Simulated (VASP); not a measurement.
# Al2Cu (Pm) in VASP: a series of runs, part 2 of 2

VASP 6.6.1. Earlier steps stand in the parts before.

### Step 4. Single point, PBE (atoms displaced along several vibrational modes)

The input, INCAR:

```
SYSTEM = Al2Cu
ALGO = Fast ; EDIFF = 1E-7
ENCUT = 520 ; GGA = PE
ISIF = 2 ; ISMEAR = 0
LASPH = .TRUE. ; LCHARG = .FALSE.
LREAL = .FALSE. ; LWAVE = .FALSE.
NBANDS = 16 ; NELM = 100
PREC = Accurate ; SIGMA = 0.15
```

The input, KPOINTS:

```
k-points
0
G
  10 10 14
  0 0 0
```

The input, POSCAR:

```
Al2Cu
1.0
    4.1211626268      0.0000000000      0.0000000000
    0.0000000000      4.1211626268      0.0000000000
    0.0000000000      0.0000000000      2.8847334069
Al Cu
2 1
Direct
    0.5045231003      0.0019538196      0.5000000000
   -0.0592065934      0.4913859260      0.5000000000
    0.0232185310      0.0028279343      0.0000000000
```

Potentials or basis: VASP PAW PBE potentials, release 64 (Al, Cu).

Run with:

```bash
cat potpaw_PBE.64/Al/POTCAR potpaw_PBE.64/Cu/POTCAR > POTCAR
mpirun -np 1 vasp_std > vasp.out
```

OUTCAR:

```text
SYSTEM = Al2Cu
   EDIFF = 1E-7
   ENCUT = 520
   GGA = PE
   ISIF = 2
   ISMEAR = 0
   LASPH = .TRUE.
   LREAL = .FALSE.
   NELM = 100
   PREC = Accurate

 ion  position               nearest neighbor table
   1  0.505  0.002  0.500-   3 2.45   3 2.45   3 2.58   3 2.58   2 2.70   2 2.77   2 3.08   2 3.13

   2  0.941  0.491  0.500-   3 2.50   3 2.50   3 2.58   3 2.58   1 2.70   1 2.77   1 3.08   1 3.13

   3  0.023  0.003  0.000-   1 2.45   1 2.45   2 2.50   2 2.50   2 2.58   2 2.58   1 2.58   1 2.58

  LATTYP: Found a simple tetragonal cell.
 ALAT       =     4.1211626268
 C/A-ratio  =     0.6999804832

  Lattice vectors:

 A1 = (   4.1211626268,   0.0000000000,   0.0000000000)
 A2 = (   0.0000000000,   4.1211626268,   0.0000000000)
 A3 = (   0.0000000000,   0.0000000000,   2.8847334069)

Analysis of symmetry for initial positions (statically):
=====================================================================
 Subroutine PRICEL returns:
 Original cell was already a primitive cell.

 Routine SETGRP: Setting up the symmetry group for a
 simple tetragonal supercell.

 Subroutine GETGRP returns: Found  2 space group operations
 (whereof  2 operations were pure point group operations)
 out of a pool of 16 trial point group operations.

The static configuration has the point symmetry C_1h.

Analysis of symmetry for dynamics (positions and initial velocities):
=====================================================================
 Subroutine PRICEL returns:
 Original cell was already a primitive cell.

 Routine SETGRP: Setting up the symmetry group for a
 simple tetragonal supercell.

 Subroutine GETGRP returns: Found  2 space group operations
 (whereof  2 operations were pure point group operations)
 out of a pool of 16 trial point group operations.

[... 112 lines left out ...]
   PSTRESS=    0.0 pullay stress
   NELECT =      17.0000    total number of electrons
   NUPDOWN=      -1.0000    fix difference up-down
   EMIN   =  10.00;   EMAX   =-10.00  energy-range for DOS
   EFERMI =   0.00;   METHOD = LEGACY
   ISMEAR =     0;   SIGMA  =   0.15  broadening in eV -4-tet -1-fermi 0-gaus
   EFERMI_NEDOS =   21; number of points for ismear=-14 and -15
   IALGO  =     68    algorithm
   IMIX   =      4    mixing-type and parameters
     AMIX     =   0.40;   BMIX     =  1.00
     AMIX_MAG =   1.60;   BMIX_MAG =  1.00
  volume/ion in A,a.u.               =      16.33       110.21
  Fermi-wavevector in a.u.,A,eV,Ry     =   1.150384  2.173910 18.005716  1.323383
  Thomas-Fermi vector in A             =   2.287048
   LORBIT       =      0    0 simple, 1 ext, 2 COOP (PROOUT), +10 PAW based schemes
   GGA     = PE    functional components
   LHFCALC =     F    Hartree Fock is set to
   AEXX    =    0.0000 exact exchange contribution
   IVDW    =     0    specifies the selected vdW correction
   LEPSILON=     F    determine dielectric tensor
   LRPA    =     F    only Hartree local field effects (RPA)
 non-spin polarized calculation
 RMM-DIIS sequential band-by-band and
 Gauss-broadening in eV      SIGMA  =   0.15
  energy-cutoff  :      520.00
  volume of cell :       48.99
 maximum number of plane-waves:      1339
   NGX = 15   NGY = 15   NGZ = 11

 number of electron      17.0000000 magnetization

 Free energy of the ion-electron system (eV)
  ---------------------------------------------------
  ext. energy  EPLUGINS =         0.00000000
  ---------------------------------------------------
  free energy    TOTEN  =       -11.21184824 eV

  energy without entropy =      -11.20053065  energy(sigma->0) =      -11.20618945

 E-fermi :   7.0406     XC(G=0): -10.3633

 val. band max:        7.0403222905   @ k =   0.2000   0.3000  -0.2857
 cond. band min:       7.0428900829   @ k =   0.5000   0.1000   0.3571
 fundamental gap:      0.0025677924
 Fermi energy:         7.0405756256

 k-point     1 :       0.0000    0.0000    0.0000
  band No.  band energies     occupation
      1      -3.4017      2.00000
      2       1.7614      2.00000
      3       2.2585      2.00000
      4       2.8795      2.00000
      5       3.0963      2.00000
      6       3.1444      2.00000
[... 433 lines left out ...]
      3       2.1873      2.00000
      4       2.6355      2.00000
      5       2.8579      2.00000
      6       3.0685      2.00000
[... 8 lines left out ...]
     15      16.7602      0.00000
     16      18.6623      0.00000

 [... further k-points ...]
[... 5 lines left out ...]
  --------------------------------------------------------------------------------------
  -------------------------------------------------------------------------------------
  Total        0.6021105      0.2523536     -0.0023415      0.0974020      0.0000000      0.0000000
  in kB       19.6898131      8.2522993     -0.0765692      3.1851743      0.0000000      0.0000000
  external PRESSURE =       9.2885144 kB  Pullay stress =       0.0000000 kB

 VOLUME and BASIS-vectors are now :
 -----------------------------------------------------------------------------
  energy-cutoff  :      520.00
  volume of cell :       48.99
      direct lattice vectors                 reciprocal lattice vectors
     4.121162627  0.000000000  0.000000000     0.242649973  0.000000000  0.000000000
     0.000000000  4.121162627  0.000000000     0.000000000  0.242649973  0.000000000
     0.000000000  0.000000000  2.884733407     0.000000000  0.000000000  0.346652484

 POSITION                                       TOTAL-FORCE (eV/Angst)
 -----------------------------------------------------------------------------------
      2.07922      0.00805      1.44237        -0.065056     -0.126028      0.000000
      3.87716      2.02508      1.44237         0.508484      0.408697      0.000000
      0.09569      0.01165      0.00000        -0.443428     -0.282670      0.000000
 -----------------------------------------------------------------------------------
    total drift:                                0.000140      0.000008      0.000012

  FREE ENERGIE OF THE ION-ELECTRON SYSTEM (eV)
  ---------------------------------------------------
  free  energy   TOTEN  =       -11.2118482447 eV

  energy  without entropy=      -11.2005306499  energy(sigma->0) =      -11.20618945
```

stdout:

```text
POSCAR found type information on POSCAR AlCu
 POSCAR found :  2 types and       3 ions
 scaLAPACK will be used
 LDA part: xc-table for (Slater+PW92), standard interpolation
 POSCAR, INCAR and KPOINTS ok, starting setup
 FFT: planning ... GRIDC
 FFT: planning ... GRID_SOFT
 FFT: planning ... GRID
 WAVECAR not read
 entering main loop
WARNING in EDDRMM: call to ZHEGV failed, returncode =   8  4     15
```

It took 7 min on 1 thread of Intel Xeon 8259CL, shared host; peak memory 0.42 GiB.

Results:

```
Free energy            : -11.2118 eV
Pressure               : 0.9 GPa
Largest force          : 0.652 eV/Å
Band gap on the k mesh : zero (an odd number of electrons rules out a gap without spin polarisation)
```

Forces in eV/Å, atoms in the order of the input:
```
Al  -0.065 -0.126  0.000
Al   0.508  0.409  0.000
Cu  -0.443 -0.283  0.000
```

Stress tensor (GPa, compression positive):
```
 1.97  0.32  0.00
 0.32  0.83  0.00
 0.00  0.00 -0.01
```

Caveat: the cell differs from its parent crystal (atoms displaced along several vibrational modes).

### Step 5. Single point, PBE (atoms displaced along several vibrational modes)

The input, INCAR:

```
  PREC = Accurate
  ENCUT = 520
  EDIFF = 1E-6
  ISMEAR = 0
  SIGMA = 0.15
  LREAL = F
  LASPH = T
  NELM = 60
  ALGO = Fast
  ISIF = 2
  LWAVE = F
  LCHARG = T
  GGA = PE
  LELF = T
  LVHAR = T
  NBANDS = 16
```

The input, KPOINTS:

```
regular mesh
0
Gamma
  10 10 14
```

The input, POSCAR:

```
Al2Cu
1.0
    4.1211626268      0.0000000000      0.0000000000
    0.0000000000      4.1211626268      0.0000000000
    0.0000000000      0.0000000000      2.8847334069
Al Cu
2 1
Direct
    0.5067846504      0.0039076392      0.5000000000
   -0.0888098901      0.4827718519      0.5000000000
    0.0348277965      0.0056558685      0.0000000000
```

Run with:

```bash
cat potpaw_PBE.64/Al/POTCAR potpaw_PBE.64/Cu/POTCAR > POTCAR
mpirun -np 1 vasp_std > vasp.out
```

Run time: 7.6 min. Hardware: 1 thread of Intel Xeon 8259CL, shared host; peak memory 0.42 GiB.

Results (log left out):

```
Free energy            : -11.0723 eV
Pressure               : 2.5 GPa
Largest force          : 1.205 eV/Å
Band gap on the k mesh : zero (an odd number of electrons rules out a gap without spin polarisation)
```

Forces in eV/Å, atoms in the order of the input:
```
Al  -0.158 -0.346  0.000
Al   0.860  0.843  0.000
Cu  -0.703 -0.498  0.000
```

Stress tensor (GPa, compression positive):
```
4.56 1.12 0.00
1.12 2.61 0.00
0.00 0.00 0.37
```

Levels at points of the mesh, in eV from the Fermi level:
```tsv
k point	band 7	band 8	band 9	band 10	band 11	band 12
(0.00, 0.00, 0.00)	-2.29	-2.19	-0.11	0.62	5.90	6.13
(0.50, 0.00, 0.00)	-3.80	-0.80	1.28	1.43	2.32	7.57
(0.00, 0.50, 0.00)	-3.83	-1.05	0.71	1.94	2.73	7.48
(0.50, 0.50, 0.00)	-3.93	-3.83	-2.51	8.42	8.62	9.40
(0.00, 0.00, 0.50)	-2.86	2.00	2.06	2.23	2.93	3.45
(0.50, 0.00, 0.50)	-3.16	-2.16	-1.79	2.77	4.31	4.89
(0.00, 0.50, 0.50)	-2.78	-2.28	-1.79	3.78	3.86	4.24
(0.50, 0.50, 0.50)	-2.30	-1.90	-1.42	-0.58	-0.19	0.54
```

Caveat: the cell differs from its parent crystal (atoms displaced along several vibrational modes); forces of over 1 eV/Å act on the atoms, so gaps and moduli don't describe the material at rest.

### Step 6. The runs side by side

| cell | further INCAR settings | gap on the mesh (eV) | pressure (GPa) | largest force (eV/Å) |
| --- | --- | --- | --- | --- |
| as given, atomic positions A | ALGO = Fast; EDIFF = 1e-06; NBANDS = 16 | none | 2.1 | 0.95 |
| as given, atomic positions B | ALGO = Fast; EDIFF = 1e-06; NBANDS = 16 | none | 0.1 | 0.47 |
| as given, atomic positions C | ALGO = Fast; EDIFF = 1e-07; NBANDS = 16 | none | 0.9 | 0.65 |
| as given, atomic positions D | ALGO = Fast; EDIFF = 1e-06; NBANDS = 16 | none | 2.5 | 1.20 |

Alike in all rows: task single point; level PBE; potentials or basis VASP PAW PBE potentials, release 64 (Al, Cu); no spin polarisation; k mesh 10 × 10 × 14; cutoff (eV) 520; smearing gaussian 0.15 eV.

Caveats: forces of over 1 eV/Å act on the atoms, so gaps and moduli don't describe the material at rest (at least some runs).

Total energies depend on the potentials used, so only differences within one code and one set of settings carry meaning.
